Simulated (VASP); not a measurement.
# GaN in VASP: notebook

The runs below take GaN through single point, with PBE.

All numbers are computed with VASP 6.6.1; they aren't measurements. Logs are shortened: lines on timing, memory, paths and dates and some standing lists are left out, and cuts for length are marked.

**1. The cell of the first run**

The cell holds a slab with vacuum, 8 atoms: a = 3.218 Å, b = 5.243 Å, c = 19.716 Å, α = 90.00°, β = 90.00°, γ = 90.00°.

**2. Single point, PBE**

File INCAR:

```
ALGO     = Normal         # electronic algorithm
DIPOL    = 0.5 0.5 0.500
EDIFF    = 1E-7           # SCF threshold, eV
ENCUT    = 520            # plane-wave cutoff, eV
GGA      = PE             # functional
IDIPOL   = 3            
ISIF     = 2              # what is computed and relaxed
ISMEAR   = -1             # smearing method
LASPH    = True           # aspherical terms in the spheres
LCHARG   = False          # write CHGCAR
LDIPOL   = True         
LREAL    = False          # projectors in reciprocal space
LWAVE    = False          # write WAVECAR
NBANDS   = 46             # bands
NELM     = 60             # most SCF steps
PREC     = Accurate       # precision mode
SIGMA    = 0.02           # smearing width, eV
```

File KPOINTS:

```
k-points
0
Gamma
  8 5 1
```

File POSCAR:

```
GaN
1.0
    3.2181862426      0.0000000000      0.0000000000
    0.0000000000      5.2428332618      0.0000000000
    0.0000000000      0.0000000000     19.7160000000
Ga N
4 4
Direct
    0.0000000000      0.0616477750      0.4057607680
    0.5000000000      0.5616477750      0.4528803843
    0.5000000000      0.0616477750      0.5471196157
    0.0000000000      0.5616477750      0.5942392320
    0.0000000000      0.4383522250      0.4057607680
    0.5000000000      0.9383522250      0.4528803843
    0.5000000000      0.4383522250      0.5471196157
    0.0000000000      0.9383522250      0.5942392320
```

Potentials or basis: VASP PAW PBE potentials, release 64 (Ga_d, N).

Run with:

```bash
$ cat potpaw_PBE.64/Ga_d/POTCAR potpaw_PBE.64/N/POTCAR > POTCAR
$ mpirun -np 1 vasp_std > vasp.out
```

OUTCAR:

```text
EDIFF = 1E-7
   ENCUT = 520
   GGA = PE
   ISIF = 2
   ISMEAR = -1
   LASPH = True
   LREAL = False
   NELM = 60
   PREC = Accurate

 ion  position               nearest neighbor table
   1  0.000  0.062  0.406-   6 1.97   6 1.97   5 1.97
   2  0.500  0.562  0.453-   7 1.97   5 1.97   5 1.97   6 1.97
   3  0.500  0.062  0.547-   6 1.97   8 1.97   8 1.97   7 1.97
   4  0.000  0.562  0.594-   7 1.97   7 1.97   8 1.97
   5  0.000  0.438  0.406-   2 1.97   2 1.97   1 1.97
   6  0.500  0.938  0.453-   3 1.97   1 1.97   1 1.97   2 1.97
   7  0.500  0.438  0.547-   2 1.97   4 1.97   4 1.97   3 1.97
   8  0.000  0.938  0.594-   3 1.97   3 1.97   4 1.97

  LATTYP: Found a simple orthorhombic cell.
 ALAT       =     3.2181862426
 B/A-ratio  =     1.6291267399
 C/A-ratio  =     6.1264322552

  Lattice vectors:

 A1 = (   3.2181862426,   0.0000000000,   0.0000000000)
 A2 = (   0.0000000000,   5.2428332618,   0.0000000000)
 A3 = (   0.0000000000,   0.0000000000,  19.7160000000)

Analysis of symmetry for initial positions (statically):
=====================================================================
 Subroutine PRICEL returns:
 Original cell was already a primitive cell.

 Routine SETGRP: Setting up the symmetry group for a
 simple orthorhombic supercell.

 Subroutine GETGRP returns: Found  4 space group operations
 (whereof  2 operations were pure point group operations)
 out of a pool of  8 trial point group operations.

The static configuration has the point symmetry C_1h.
 The point group associated with its full space group is C_2v.

Analysis of symmetry for dynamics (positions and initial velocities):
=====================================================================
 Subroutine PRICEL returns:
 Original cell was already a primitive cell.

 Routine SETGRP: Setting up the symmetry group for a
 simple orthorhombic supercell.

 Subroutine GETGRP returns: Found  4 space group operations
 (whereof  2 operations were pure point group operations)
 out of a pool of  8 trial point group operations.

The dynamic configuration has the point symmetry C_1h.
 The point group associated with its full space group is C_2v.

 Subroutine INISYM returns: Found  4 space group operations
 (whereof  2 operations are pure point group operations),
 and found     1 'primitive' translations

----------------------------------------------------------------------------------------

                                     Primitive cell

  volume of cell :     332.6565

  direct lattice vectors                    reciprocal lattice vectors
     3.218186243  0.000000000  0.000000000     0.310734036  0.000000000  0.000000000
     0.000000000  5.242833262  0.000000000     0.000000000  0.190736564  0.000000000
     0.000000000  0.000000000 19.716000000     0.000000000  0.000000000  0.050720227

  length of vectors
     3.218186243  5.242833262 19.716000000     0.310734036  0.190736564  0.050720227

  position of ions in fractional coordinates (direct lattice)
     0.000000000  0.061647775  0.405760768
     0.500000000  0.561647775  0.452880384
     0.500000000  0.061647775  0.547119616
     0.000000000  0.561647775  0.594239232
     0.000000000  0.438352225  0.405760768
     0.500000000  0.938352225  0.452880384
     0.500000000  0.438352225  0.547119616
     0.000000000  0.938352225  0.594239232

  ion indices of the primitive-cell ions
   primitive index   ion index
                 1           1
                 2           2
                 3           3
                 4           4
                 5           5
                 6           6
                 7           7
                 8           8

----------------------------------------------------------------------------------------

 KPOINTS: k-points

Automatic generation of k-mesh.
 Grid dimensions read from file:
 generate k-points for:    8    5    1

 Generating k-lattice:

  Cartesian coordinates                     Fractional coordinates (reciprocal lattice)
     0.038841755  0.000000000  0.000000000     0.125000000  0.000000000  0.000000000
     0.000000000  0.038147313  0.000000000     0.000000000  0.200000000  0.000000000
     0.000000000  0.000000000  0.050720227     0.000000000  0.000000000  1.000000000

  Length of vectors
     0.038841755  0.038147313  0.050720227

  Shift w.r.t. Gamma in fractional coordinates (k-lattice)
     0.000000000  0.000000000  0.000000000

 Subroutine IBZKPT returns following result:
 ===========================================

 Found     15 irreducible k-points:

 Following reciprocal coordinates:
            Coordinates               Weight
  0.000000  0.000000  0.000000      1.000000
  0.125000  0.000000  0.000000      2.000000
  0.250000  0.000000  0.000000      2.000000
  0.375000  0.000000  0.000000      2.000000
  0.500000  0.000000  0.000000      1.000000
  0.000000  0.200000  0.000000      2.000000
  0.125000  0.200000  0.000000      4.000000
  0.250000  0.200000  0.000000      4.000000
  0.375000  0.200000  0.000000      4.000000
  0.500000  0.200000  0.000000      2.000000
  0.000000  0.400000  0.000000      2.000000
  0.125000  0.400000  0.000000      4.000000
  0.250000  0.400000  0.000000      4.000000
  0.375000  0.400000  0.000000      4.000000
  0.500000  0.400000  0.000000      2.000000
   k-points           NKPTS =     15   k-points in BZ     NKDIM =     15   number of bands    NBANDS=     46
   number of dos      NEDOS =    301   number of ions     NIONS =      8
   total plane-waves  NPLWV = 144000
   dimension x,y,z NGX =    24 NGY =   40 NGZ =  150
   dimension x,y,z NGXF=    48 NGYF=   80 NGZF=  300
   ions per type =               4   4
   NGX,Y,Z   is equivalent  to a cutoff of  12.40, 12.68, 12.65 a.u.
   NGXF,Y,Z  is equivalent  to a cutoff of  24.80, 25.37, 25.30 a.u.
 SYSTEM =  unknown system
   PREC   = accura    normal or accurate (medium, high low for compatibility)
   ISTART =      0    job   : 0-new  1-cont  2-samecut
   ICHARG =      2    charge: 1-file 2-atom 10-const
   ISPIN  =      1    spin polarized calculation?
   LNONCOLLINEAR =      F non collinear calculations
   LSORBIT =      F    spin-orbit coupling
   LASPH  =      T    aspherical Exc in radial PAW
   ENCUT  =  520.0 eV  38.22 Ry    6.18 a.u.   5.98  9.75 36.66*2*pi/ulx,y,z
   NELM   =     60;   NELMIN=  2; NELMDL= -5     # of ELM steps
   EDIFF  = 0.1E-06   stopping-criterion for ELM
   LREAL  =      F    real-space projection
   EDIFFG = 0.1E-05   stopping-criterion for IOM
   NSW    =      0    number of steps for IOM
   IBRION =     -1    ionic relax: 0-MD 1-quasi-New 2-CG
   NFREE  =      0    steps in history (QN), initial steepest desc. (CG)
   ISIF   =      2    stress and relaxation
   ISYM   =      2    0-nonsym 1-usesym 2-fastsym
   POTIM  = 0.5000    time-step for ionic-motion
   TEBEG  =    0.0;   TEEND  =   0.0 temperature during run
   PSTRESS=    0.0 pullay stress
   NELECT =      72.0000    total number of electrons
   NUPDOWN=      -1.0000    fix difference up-down
   EMIN   =  10.00;   EMAX   =-10.00  energy-range for DOS
   EFERMI =   0.00;   METHOD = LEGACY
   ISMEAR =    -1;   SIGMA  =   0.02  broadening in eV -4-tet -1-fermi 0-gaus
   EFERMI_NEDOS =   21; number of points for ismear=-14 and -15
   IALGO  =     38    algorithm
   IMIX   =      4    mixing-type and parameters
     AMIX     =   0.40;   BMIX     =  1.00
     AMIX_MAG =   1.60;   BMIX_MAG =  1.00
  volume/ion in A,a.u.               =      41.58       280.61
  Fermi-wavevector in a.u.,A,eV,Ry     =   0.982925  1.857459 13.145150  0.966141
  Thomas-Fermi vector in A             =   2.114044
   LORBIT       =      0    0 simple, 1 ext, 2 COOP (PROOUT), +10 PAW based schemes
   GGA     = PE    functional components
   LHFCALC =     F    Hartree Fock is set to
   AEXX    =    0.0000 exact exchange contribution
   IVDW    =     0    specifies the selected vdW correction
   LEPSILON=     F    determine dielectric tensor
   LRPA    =     F    only Hartree local field effects (RPA)
 non-spin polarized calculation
  energy-cutoff  :      520.00
  volume of cell :      332.66
 maximum number of plane-waves:      9032
 NGX is ok and might be reduce to    24
   NGX = 11   NGY = 19   NGZ = 73

 number of electron      71.9999986 magnetization

 dipolmoment           0.000000      0.000000     -0.000000 electrons x Angstroem

 Free energy of the ion-electron system (eV)
  ---------------------------------------------------
  ext. energy  EPLUGINS =         0.00000000
  ---------------------------------------------------
  free energy    TOTEN  =       -44.49006357 eV

  energy without entropy =      -44.49006123  energy(sigma->0) =      -44.49006240

 E-fermi :  -1.8644     XC(G=0):  -4.0747

 val. band max:       -2.0459338078   @ k =   0.0000   0.0000   0.0000
 cond. band min:      -1.6830678145   @ k =   0.0000   0.0000   0.0000
 fundamental gap:      0.3628659933
 Fermi energy:        -1.8643967469

 k-point     1 :       0.0000    0.0000    0.0000
  band No.  band energies     occupation
      1     -17.9765      2.00000
      2     -17.6459      2.00000
      3     -16.7856      2.00000
      4     -16.7780      2.00000
      5     -16.3744      2.00000
      6     -16.3722      2.00000
[... 38 lines left out ...]
     45       3.9380      0.00000
     46       4.3718      0.00000

 k-point     2 :       0.1250    0.0000    0.0000
  band No.  band energies     occupation
      1     -17.9224      2.00000
      2     -17.6204      2.00000
      3     -16.7681      2.00000
      4     -16.7629      2.00000
      5     -16.3919      2.00000
      6     -16.3881      2.00000
[... 629 lines left out ...]
 k-point    15 :       0.5000    0.4000    0.0000
  band No.  band energies     occupation
      1     -17.6082      2.00000
      2     -17.5562      2.00000
      3     -16.6625      2.00000
      4     -16.6611      2.00000
      5     -16.3515      2.00000
      6     -16.3490      2.00000
[... 38 lines left out ...]
     45       5.7119      0.00000
     46       6.1179      0.00000

------------------------ aborting loop because EDIFF is reached ----------------------------------------

 vacuum level on the upper side and lower side of the slab       (xc-potential included)        -0.064        -0.064

  FORCE on cell =-STRESS in cart. coord.  units (eV):
  Direction    XX          YY          ZZ          XY          YZ          ZX
  --------------------------------------------------------------------------------------
  -------------------------------------------------------------------------------------
  Total       -1.2372980     -6.5191996     -1.8984717      0.0000000      0.0000000      0.0000000
  in kB       -5.9592124    -31.3984952     -9.1436308      0.0000000      0.0000000      0.0000000
  external PRESSURE =     -15.5004461 kB  Pullay stress =       0.0000000 kB

 VOLUME and BASIS-vectors are now :
 -----------------------------------------------------------------------------
  energy-cutoff  :      520.00
  volume of cell :      332.66
      direct lattice vectors                 reciprocal lattice vectors
     3.218186243  0.000000000  0.000000000     0.310734036  0.000000000  0.000000000
     0.000000000  5.242833262  0.000000000     0.000000000  0.190736564  0.000000000
     0.000000000  0.000000000 19.716000000     0.000000000  0.000000000  0.050720227

 POSITION                                       TOTAL-FORCE (eV/Angst)
 -----------------------------------------------------------------------------------
      0.00000      0.32321      7.99998         0.000000      1.783586      1.630409
      1.60909      2.94463      8.92899         0.000000     -0.671116     -1.722987
      1.60909      0.32321     10.78701         0.000000     -0.671116      1.722987
      0.00000      2.94463     11.71602         0.000000      1.783586     -1.630409
      0.00000      2.29821      7.99998         0.000000     -0.609986      0.541320
      1.60909      4.91962      8.92899         0.000000     -0.502484     -1.631452
      1.60909      2.29821     10.78701         0.000000     -0.502484      1.631452
      0.00000      4.91962     11.71602         0.000000     -0.609986     -0.541320
 -----------------------------------------------------------------------------------
    total drift:                                0.000000     -0.002973     -0.000023

  FREE ENERGIE OF THE ION-ELECTRON SYSTEM (eV)
  ---------------------------------------------------
  free  energy   TOTEN  =       -44.4900635667 eV

  energy  without entropy=      -44.4900612337  energy(sigma->0) =      -44.49006240

 vacuum level on the upper side and lower side of the slab         2.838         2.838
```

It took 4 min on 1 thread of Intel Xeon 6975P-C (Granite Rapids), shared host; peak memory 0.46 GiB.

What came out:

```yaml
Free_energy: -44.4901 eV
Largest_force: 2.416 eV/Å
Band_gap_on_the_k_mesh: 0.36 eV
```

Forces on the atoms (eV/Å):
```
Ga   0.000  1.784  1.630
Ga   0.000 -0.671 -1.723
Ga   0.000 -0.671  1.723
Ga   0.000  1.784 -1.630
N    0.000 -0.610  0.541
N    0.000 -0.502 -1.631
N    0.000 -0.502  1.631
N    0.000 -0.610 -0.541
```

Caveat: semilocal functionals underestimate gaps, and a narrow one can read as zero.

[end of part 1 of 2]
